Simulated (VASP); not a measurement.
# Si24H8O in VASP: single point with PBE

Aim: the single point of Si24H8O with PBE.

Everything below comes from runs of VASP 6.6.1. Logs are shortened: lines on timing, memory, paths and dates and some standing lists are left out, and cuts for length are marked.

## 1. The cell of the first run

The cell holds a slab with vacuum, 33 atoms: a = 7.681 Å, b = 7.681 Å, c = 24.055 Å, α = 90.00°, β = 90.00°, γ = 60.00°.

## 2. Single point, PBE

INCAR

```
PREC = Accurate ; ENCUT = 520
EDIFF = 1E-7 ; ISMEAR = 0
SIGMA = 0.02 ; LREAL = Auto
LASPH = T ; NELM = 100
ALGO = Normal ; ISIF = 2
LWAVE = F ; LCHARG = F
GGA = PE ; NBANDS = 77
```

KPOINTS

```
regular mesh
0
Gamma
  4 4 1
```

POSCAR

```
Si24H8O
1.0
    7.6805938572      0.0000000000      0.0000000000
    3.8402969286      6.6515893965      0.0000000000
    0.0000000000      0.0000000000     24.0550759519
H Si O
8 24 1
Direct
    0.0000000000      0.0000000000      0.7090011267
    0.0000000000      0.5000000000      0.7090011267
    0.5000000000      0.0000000000      0.7090011267
    0.5000000000      0.5000000000      0.7090011267
    0.0000000000      0.0000000000      0.2909988733
    0.0000000000      0.5000000000      0.2909988733
    0.5000000000      0.0000000000      0.2909988733
    0.5000000000      0.5000000000      0.2909988733
    0.0000000000      0.0000000000      0.6466442252
    0.0000000000      0.5000000000      0.6466442252
    0.5000000000      0.0000000000      0.6466442252
    0.5000000000      0.5000000000      0.6466442252
    0.1666666667      0.1666666667      0.6140566196
    0.1666666667      0.6666666667      0.6140566196
    0.6666666667      0.1666666667      0.6140566196
    0.6666666667      0.6666666667      0.6140566196
    0.1666666667      0.1666666667      0.5162938028
    0.1666666667      0.6666666667      0.5162938028
    0.6666666667      0.1666666667      0.5162938028
    0.6666666667      0.6666666667      0.5162938028
    0.3333333333      0.3333333333      0.4837061972
    0.3333333333      0.8333333333      0.4837061972
    0.8333333333      0.3333333333      0.4837061972
    0.8333333333      0.8333333333      0.4837061972
    0.3333333333      0.3333333333      0.3859433804
    0.3333333333      0.8333333333      0.3859433804
    0.8333333333      0.3333333333      0.3859433804
    0.8333333333      0.8333333333      0.3859433804
    0.0000000000      0.0000000000      0.3533557748
    0.0000000000      0.5000000000      0.3533557748
    0.5000000000      0.0000000000      0.3533557748
    0.5000000000      0.5000000000      0.3533557748
    0.1522867060     -0.0198174023      0.6036045782
```

Potentials or basis: VASP PAW PBE potentials, release 64 (H, Si, O).

On the command line:

```console
$ cat potpaw_PBE.64/H/POTCAR potpaw_PBE.64/Si/POTCAR potpaw_PBE.64/O/POTCAR > POTCAR
$ mpirun -np 1 vasp_std > vasp.out
```

OUTCAR:

```text
PREC = Accurate
   ENCUT = 520
   EDIFF = 1E-7
   ISMEAR = 0
   LREAL = Auto
   LASPH = T
   NELM = 100
   ISIF = 2
   GGA = PE

 ion  position               nearest neighbor table
   1  0.000  0.000  0.709-   9 1.50
   2  0.000  0.500  0.709-  10 1.50
   3  0.500  0.000  0.709-  11 1.50
   4  0.500  0.500  0.709-  12 1.50
   5  0.000  0.000  0.291-  29 1.50
   6  0.000  0.500  0.291-  30 1.50
   7  0.500  0.000  0.291-  31 1.50
   8  0.500  0.500  0.291-  32 1.50
   9  0.000  0.000  0.647-   1 1.50  33 1.51  15 2.35  14 2.35  13 2.35
  10  0.000  0.500  0.647-   2 1.50  16 2.35  13 2.35  14 2.35
  11  0.500  0.000  0.647-   3 1.50  13 2.35  16 2.35  15 2.35
  12  0.500  0.500  0.647-   4 1.50  14 2.35  15 2.35  16 2.35
  13  0.167  0.167  0.614-  33 1.51  17 2.35  11 2.35  10 2.35   9 2.35
  14  0.167  0.667  0.614-  18 2.35  12 2.35   9 2.35  10 2.35  33 2.37
  15  0.667  0.167  0.614-  19 2.35   9 2.35  12 2.35  11 2.35
  16  0.667  0.667  0.614-  20 2.35  10 2.35  11 2.35  12 2.35
  17  0.167  0.167  0.516-  21 2.35  13 2.35  23 2.35  22 2.35
  18  0.167  0.667  0.516-  22 2.35  14 2.35  24 2.35  21 2.35
  19  0.667  0.167  0.516-  23 2.35  15 2.35  21 2.35  24 2.35
  20  0.667  0.667  0.516-  24 2.35  16 2.35  22 2.35  23 2.35
[... 10 lines left out ...]
  31  0.500  0.000  0.353-   7 1.50  28 2.35  25 2.35  26 2.35
  32  0.500  0.500  0.353-   8 1.50  27 2.35  26 2.35  25 2.35
  33  0.152  0.980  0.604-   9 1.51  13 1.51  14 2.37

  LATTYP: Found a hexagonal cell.
 ALAT       =     7.6805938572
 C/A-ratio  =     3.1319291710

  Lattice vectors:

 A1 = (  -3.8402969286,  -6.6515893965,   0.0000000000)
 A2 = (   7.6805938572,   0.0000000000,   0.0000000000)
 A3 = (   0.0000000000,   0.0000000000,  24.0550759519)

Analysis of symmetry for initial positions (statically):
=====================================================================
 Subroutine PRICEL returns:
 Original cell was already a primitive cell.

 Routine SETGRP: Setting up the symmetry group for a
 hexagonal supercell.

 Subroutine GETGRP returns: Found  1 space group operations
 (whereof  1 operations were pure point group operations)
 out of a pool of 24 trial point group operations.

The static configuration has the point symmetry C_1 .

Analysis of symmetry for dynamics (positions and initial velocities):
=====================================================================
 Subroutine PRICEL returns:
 Original cell was already a primitive cell.

 Routine SETGRP: Setting up the symmetry group for a
 hexagonal supercell.

 Subroutine GETGRP returns: Found  1 space group operations
 (whereof  1 operations were pure point group operations)
 out of a pool of 24 trial point group operations.

The dynamic configuration has the point symmetry C_1 .

 Subroutine INISYM returns: Found  1 space group operations
 (whereof  1 operations are pure point group operations),
 and found     1 'primitive' translations

----------------------------------------------------------------------------------------

                                     Primitive cell

  volume of cell :    1228.9295

  direct lattice vectors                    reciprocal lattice vectors
     7.680593857  0.000000000  0.000000000     0.130198266 -0.075170004  0.000000000
     3.840296929  6.651589397  0.000000000     0.000000000  0.150340008  0.000000000
     0.000000000  0.000000000 24.055075952     0.000000000  0.000000000  0.041571268

  length of vectors
     7.680593857  7.680593857 24.055075952     0.150340008  0.150340008  0.041571268

  position of ions in fractional coordinates (direct lattice)
     0.000000000  0.000000000  0.709001127
     0.000000000  0.500000000  0.709001127
     0.500000000  0.000000000  0.709001127
     0.500000000  0.500000000  0.709001127
     0.000000000  0.000000000  0.290998873
     0.000000000  0.500000000  0.290998873
[... 25 lines left out ...]
     0.500000000  0.500000000  0.353355775
     0.152286706  0.980182598  0.603604578

  ion indices of the primitive-cell ions
   primitive index   ion index
                 1           1
                 2           2
                 3           3
                 4           4
                 5           5
                 6           6
[... 25 lines left out ...]
                32          32
                33          33

----------------------------------------------------------------------------------------

 KPOINTS: regular mesh

Automatic generation of k-mesh.
 Grid dimensions read from file:
 generate k-points for:    4    4    1

 Generating k-lattice:

  Cartesian coordinates                     Fractional coordinates (reciprocal lattice)
     0.032549566 -0.018792501  0.000000000     0.250000000  0.000000000  0.000000000
     0.000000000  0.037585002  0.000000000     0.000000000  0.250000000  0.000000000
     0.000000000  0.000000000  0.041571268     0.000000000  0.000000000  1.000000000

  Length of vectors
     0.037585002  0.037585002  0.041571268

  Shift w.r.t. Gamma in fractional coordinates (k-lattice)
     0.000000000  0.000000000  0.000000000

 Subroutine IBZKPT returns following result:
 ===========================================

 Found     10 irreducible k-points:

 Following reciprocal coordinates:
            Coordinates               Weight
  0.000000  0.000000  0.000000      1.000000
  0.250000  0.000000  0.000000      2.000000
  0.250000  0.250000  0.000000      2.000000
  0.000000  0.250000  0.000000      2.000000
  0.500000  0.000000  0.000000      1.000000
  0.500000  0.500000  0.000000      1.000000
  0.000000  0.500000  0.000000      1.000000
  0.500000  0.250000  0.000000      2.000000
  0.250000  0.500000  0.000000      2.000000
 -0.250000  0.250000  0.000000      2.000000
   k-points           NKPTS =     10   k-points in BZ     NKDIM =     10   number of bands    NBANDS=     77
   number of dos      NEDOS =    301   number of ions     NIONS =     33
   total plane-waves  NPLWV = 648000
   dimension x,y,z NGX =    60 NGY =   60 NGZ =  180
   dimension x,y,z NGXF=   120 NGYF=  120 NGZF=  360
   ions per type =               8  24   1
   NGX,Y,Z   is equivalent  to a cutoff of  12.99, 12.99, 12.44 a.u.
   NGXF,Y,Z  is equivalent  to a cutoff of  25.97, 25.97, 24.88 a.u.
 SYSTEM =  unknown system
   PREC   = accura    normal or accurate (medium, high low for compatibility)
   ISTART =      0    job   : 0-new  1-cont  2-samecut
   ICHARG =      2    charge: 1-file 2-atom 10-const
   ISPIN  =      1    spin polarized calculation?
   LNONCOLLINEAR =      F non collinear calculations
   LSORBIT =      F    spin-orbit coupling
   LASPH  =      T    aspherical Exc in radial PAW
   ENCUT  =  520.0 eV  38.22 Ry    6.18 a.u.  14.28 14.28 44.73*2*pi/ulx,y,z
   NELM   =    100;   NELMIN=  2; NELMDL= -5     # of ELM steps
   EDIFF  = 0.1E-06   stopping-criterion for ELM
   LREAL  =      T    real-space projection
   EDIFFG = 0.1E-05   stopping-criterion for IOM
   NSW    =      0    number of steps for IOM
   IBRION =     -1    ionic relax: 0-MD 1-quasi-New 2-CG
   NFREE  =      0    steps in history (QN), initial steepest desc. (CG)
   ISIF   =      2    stress and relaxation
   ISYM   =      2    0-nonsym 1-usesym 2-fastsym
   POTIM  = 0.5000    time-step for ionic-motion
   TEBEG  =    0.0;   TEEND  =   0.0 temperature during run
   PSTRESS=    0.0 pullay stress
   NELECT =     110.0000    total number of electrons
   NUPDOWN=      -1.0000    fix difference up-down
   EMIN   =  10.00;   EMAX   =-10.00  energy-range for DOS
   EFERMI =   0.00;   METHOD = LEGACY
   ISMEAR =     0;   SIGMA  =   0.02  broadening in eV -4-tet -1-fermi 0-gaus
   EFERMI_NEDOS =   21; number of points for ismear=-14 and -15
   IALGO  =     38    algorithm
   IMIX   =      4    mixing-type and parameters
     AMIX     =   0.40;   BMIX     =  1.00
     AMIX_MAG =   1.60;   BMIX_MAG =  1.00
  volume/ion in A,a.u.               =      37.24       251.31
  Fermi-wavevector in a.u.,A,eV,Ry     =   0.732313  1.383871  7.296564  0.536282
  Thomas-Fermi vector in A             =   1.824745
   LORBIT       =      0    0 simple, 1 ext, 2 COOP (PROOUT), +10 PAW based schemes
   GGA     = PE    functional components
   LHFCALC =     F    Hartree Fock is set to
   AEXX    =    0.0000 exact exchange contribution
   IVDW    =     0    specifies the selected vdW correction
   LEPSILON=     F    determine dielectric tensor
   LRPA    =     F    only Hartree local field effects (RPA)
 non-spin polarized calculation
 Gauss-broadening in eV      SIGMA  =   0.02
  energy-cutoff  :      520.00
  volume of cell :     1228.93
 maximum number of plane-waves:     33143
 NGX is ok and might be reduce to    60
   NGX = 29   NGY = 29   NGZ = 89

 number of electron     110.0000011 magnetization

 Free energy of the ion-electron system (eV)
  ---------------------------------------------------
  ext. energy  EPLUGINS =         0.00000000
  ---------------------------------------------------
  free energy    TOTEN  =      -160.62746737 eV

  energy without entropy =     -160.62746737  energy(sigma->0) =     -160.62746737

 E-fermi :  -0.3065     XC(G=0):  -4.5262

 val. band max:       -0.4511871850   @ k =   0.0000   0.0000   0.0000
 cond. band min:       0.3066355514   @ k =   0.5000   0.2500   0.0000
 fundamental gap:      0.7578227364
 Fermi energy:        -0.3064514584

 k-point     1 :       0.0000    0.0000    0.0000
  band No.  band energies     occupation
      1     -23.7997      2.00000
      2     -11.9622      2.00000
      3     -11.6691      2.00000
      4     -11.2303      2.00000
      5     -10.5517      2.00000
      6     -10.0402      2.00000
[... 59 lines left out ...]
     66       1.5929      0.00000
     67       1.8318      0.00000

 k-point     2 :       0.2500    0.0000    0.0000
  band No.  band energies     occupation
      1     -23.7997      2.00000
      2     -11.8250      2.00000
      3     -11.6588      2.00000
      4     -11.0900      2.00000
      5     -10.5374      2.00000
      6     -10.3233      2.00000
[... 549 lines left out ...]
     66       2.5547      0.00000
     67       2.6288      0.00000

 k-point    10 :      -0.2500    0.2500    0.0000
  band No.  band energies     occupation
      1     -23.7996      2.00000
      2     -11.7765      2.00000
      3     -11.4655      2.00000
      4     -10.9486      2.00000
      5     -10.6682      2.00000
      6     -10.5849      2.00000
[... 59 lines left out ...]
     66       2.6086      0.00000
     67       2.7606      0.00000
 [bands above 67 left out]

------------------------ aborting loop because EDIFF is reached ----------------------------------------

  FORCE on cell =-STRESS in cart. coord.  units (eV):
  Direction    XX          YY          ZZ          XY          YZ          ZX
  --------------------------------------------------------------------------------------
  -------------------------------------------------------------------------------------
  Total       21.4009644     17.0439390      9.9472121      9.4011389     -1.9694692     -7.1734795
  in kB       27.9008196     22.2204878     12.9683582     12.2564328     -2.5676322     -9.3521933
  external PRESSURE =      21.0298885 kB  Pullay stress =       0.0000000 kB

 VOLUME and BASIS-vectors are now :
 -----------------------------------------------------------------------------
  energy-cutoff  :      520.00
  volume of cell :     1228.93
      direct lattice vectors                 reciprocal lattice vectors
     7.680593857  0.000000000  0.000000000     0.130198266 -0.075170004  0.000000000
     3.840296929  6.651589397  0.000000000     0.000000000  0.150340008  0.000000000
     0.000000000  0.000000000 24.055075952     0.000000000  0.000000000  0.041571268

 POSITION                                       TOTAL-FORCE (eV/Angst)
 -----------------------------------------------------------------------------------
      0.00000      0.00000     17.05508         0.723988      0.191060      0.036421
      1.92015      3.32579     17.05508        -0.025988      0.043385      0.090190
      3.84030      0.00000     17.05508         0.076993     -0.048934      0.119249
      5.76045      3.32579     17.05508         0.004920     -0.007959      0.066873
      0.00000      0.00000      7.00000         0.000738     -0.002698     -0.055169
      1.92015      3.32579      7.00000        -0.007807      0.002806     -0.054810
[... 25 lines left out ...]
      5.76045      3.32579      8.50000        -0.051370     -0.050432      0.084999
      4.93384      6.51977     14.51975         0.684698     -5.301832     -3.764678
 -----------------------------------------------------------------------------------
    total drift:                                0.000270      0.000065     -0.005412

  FREE ENERGIE OF THE ION-ELECTRON SYSTEM (eV)
  ---------------------------------------------------
  free  energy   TOTEN  =      -160.6274673692 eV

  energy  without entropy=     -160.6274673692  energy(sigma->0) =     -160.62746737
```

Run time: 62 min. Hardware: 1 thread of Intel Xeon Platinum 8488C (Sapphire Rapids), shared host; peak memory 1.5 GiB.

What came out:

```
Free energy            : -160.6275 eV
Largest force          : 9.752 eV/Å
Band gap on the k mesh : 0.76 eV (least direct gap 0.80 eV)
```

Forces in eV/Å, atoms in the order of the input:
```
H    0.724  0.191  0.036
H   -0.026  0.043  0.090
H    0.077 -0.049  0.119
H    0.005 -0.008  0.067
H    0.001 -0.003 -0.055
H   -0.008  0.003 -0.055
H   -0.005 -0.011 -0.056
H    0.034  0.032 -0.069
Si  -8.315 -1.460  4.652
Si  -0.618 -0.257  0.244
Si   0.456  0.264  0.159
Si  -0.081  0.045 -0.065
Si   7.071  6.655 -0.899
Si  -0.916 -1.362  0.344
Si   0.184  0.221  0.188
Si  -0.010  0.025  0.115
Si   0.824  1.040 -0.610
Si  -0.074 -0.088 -0.005
Si  -0.024  0.023 -0.013
Si  -0.002 -0.004  0.014
Si  -0.154 -0.027 -0.257
Si   0.030 -0.002  0.014
Si   0.062 -0.018 -0.013
Si   0.009 -0.021 -0.019
Si   0.135  0.067 -0.153
Si   0.002  0.018 -0.177
Si  -0.031  0.009 -0.181
Si  -0.009  0.002 -0.188
Si  -0.002  0.008  0.148
Si   0.024 -0.016  0.161
Si   0.004  0.032  0.146
Si  -0.051 -0.050  0.085
O    0.685 -5.302 -3.765
```

Levels at points of the mesh, in eV from the valence-band top:
```tsv
k point	band 53	band 54	band 55	band 56	band 57	band 58
(0.00, 0.00, 0.00)	-0.36	-0.11	0.00	0.80	1.19	1.23
(0.50, 0.00, 0.00)	-0.89	-0.78	-0.75	0.83	1.60	1.70
(0.50, 0.50, 0.00)	-1.00	-0.77	-0.66	0.93	1.58	1.74
(0.00, 0.50, 0.00)	-0.99	-0.86	-0.75	1.12	1.64	1.76
```
